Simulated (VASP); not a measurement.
Set up this calculation in VASP 6.6.1, as the native input.

```
Task                               : single point
Functional                         : HSE06
Potentials or basis                : VASP PAW PBE potentials, release 64 (Sn_d, O)
Cutoff                             : 520 eV
k mesh                             : 4 × 4 × 4
Occupations                        : fermi-dirac, width 0.001 eV
Spin                               : no spin polarisation
Dipole correction                  : no
Grid for exact exchange (PRECFOCK) : Normal
Further INCAR settings             : ALGO = Normal; EDIFF = 1e-07; NBANDS = 20
Screening parameter                : 0.2079 1/Å
```

Crystal: SnO2.

```
CELL_PARAMETERS angstrom
0.00000 2.53347 2.53347
2.53347 0.00000 2.53347
2.53347 2.53347 0.00000
ATOMIC_POSITIONS crystal
Sn 0.00000 0.00000 0.00000
O 0.25000 0.25000 0.25000
O 0.75000 0.75000 0.75000
```

These files were run (other wordings do the same):

POSCAR

```
SnO2
1.0
    0.0000000000      2.5334669704      2.5334669704
    2.5334669704      0.0000000000      2.5334669704
    2.5334669704      2.5334669704      0.0000000000
Sn O
1 2
Direct
    0.0000000000      0.0000000000      0.0000000000
    0.2500000000      0.2500000000      0.2500000000
    0.7500000000      0.7500000000      0.7500000000
```

INCAR.step1

```
SYSTEM = SnO2
ALGO = Normal
EDIFF = 1E-5
ENCUT = 520
GGA = PE
ISIF = 2
ISMEAR = -1
LASPH = .True.
LREAL = .False.
LWAVE = .True.
NBANDS = 20
NELM = 60
PREC = Accurate
SIGMA = 0.001
```

INCAR.step2

```
SYSTEM = SnO2
ALGO = Normal
EDIFF = 1E-7
ENCUT = 520
GGA = PE
HFSCREEN = 0.2079
ISIF = 2
ISMEAR = -1
ISTART = 1
LASPH = .True.
LCHARG = .True.
LELF = .True.
LHFCALC = .True.
LREAL = .False.
LVHAR = .True.
LWAVE = .False.
NBANDS = 20
NELM = 60
PREC = Accurate
PRECFOCK = Normal
SIGMA = 0.001
```

KPOINTS

```
k-points
0
Gamma
  4 4 4
  0 0 0
```

Potentials or basis: VASP PAW PBE potentials, release 64 (Sn_d, O).

Launch:

```bash
$ cat potpaw_PBE.64/Sn_d/POTCAR potpaw_PBE.64/O/POTCAR > POTCAR
$ cp INCAR.step1 INCAR
$ mpirun -np 1 vasp_std > vasp.out
$ cp INCAR.step2 INCAR
$ mpirun -np 1 vasp_std > vasp.out
```

It gave:

The pressure is -2.0 GPa and the band gap on the k mesh is 1.68 eV, indirect (least direct gap 3.17 eV).

Caveat: the k points lie up to 0.54 Å⁻¹ apart; the PAW data sets were made with another functional, which shifts forces and pressure a little; spin-orbit coupling is left out, which moves the levels of the heavy elements.

It took 17 min on 1 thread of AMD EPYC 7R13, on a shared host, peak memory 0.23 GiB.
